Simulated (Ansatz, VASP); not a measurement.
NiO2 in VASP and in Ansatz

Contents of INCAR:

```
SYSTEM = NiO2
  PREC = Accurate
  ENCUT = 700
  EDIFF = 1E-6
  ISMEAR = 0
  SIGMA = 0.05
  LREAL = .FALSE.
  LASPH = .TRUE.
  NELM = 120
  ALGO = Normal
  ISIF = 2
  LWAVE = .FALSE.
  LCHARG = .FALSE.
  GGA = PS
  NBANDS = 22
  GGA_COMPAT = .FALSE.
```

Contents of KPOINTS:

```
Automatic mesh
0
G
  12 12 6
  0 0 0
```

POSCAR

```
NiO2
1.0
    2.7656549825      0.0000000000      0.0000000000
   -1.3828274913      2.3951274729      0.0000000000
    0.0000000000      0.0000000000      5.0387468126
Ni O
1 2
Direct
    0.0000000000      0.0000000000      0.5000000000
    0.6666666667      0.3333333333      0.6625222406
    0.3333333333      0.6666666667      0.3374777594
```

Input for Ansatz:

```yaml
crystal:
  lattice:
    - [2.7656549825, 0.0, 0.0]
    - [-1.3828274913, 2.3951274729, 0.0]
    - [0.0, 0.0, 5.0387468126]
  atoms:
    - { symbol: Ni, position: [0.0, 0.0, 0.5] }
    - { symbol: O, position: [0.6666666667, 0.3333333333, 0.6625222406] }
    - { symbol: O, position: [0.3333333333, 0.6666666667, 0.3374777594] }
basis:
  ecutwfc: 520.0
kpoints:
  mp_grid: { grid: [12, 12, 6] }
hamiltonian:
  xc: pbesol
scf:
  occupations: { method: gaussian, width: 0.05 }
output:
  forces: true
  stress: true
  eigenvalues: true
```

Alike in both runs: task single point; functional PBEsol; k mesh 12 × 12 × 6; occupations gaussian, width 0.05 eV; no spin polarisation.

|  | VASP | Ansatz |
| --- | --- | --- |
| version | VASP 6.6.1 | Ansatz 0.2.0 |
| potentials or method | VASP PAW PBE potentials, release 64 (Ni_sv_GW, O), cutoff 700 eV | scalar-relativistic, plane waves, PAW |
| valence electrons in the cell | 30 | 30 |

|  | VASP | Ansatz | Ansatz less VASP |
| --- | --- | --- | --- |
| gap on the k mesh at the Fermi level (eV) | 1.11 | 1.12 | +0.010 |
| least direct gap on the mesh (eV) | 1.61 | 1.61 | +0.006 |
| pressure (GPa) | 21.2 | 21.3 | +0.14 |
| traceless stress, the component that is largest in VASP (GPa) | -0.98 | -0.27 | +0.704 |
| rms of the force components (eV/Å) | 1.285 | 1.264 | -0.0218 |

VASP's potentials were made for PBE, not for PBEsol. Atom by atom the forces differ by 0.022 eV/Å (rms over components). With one functional, cell and mesh, what is left measures potentials, basis and numerics.
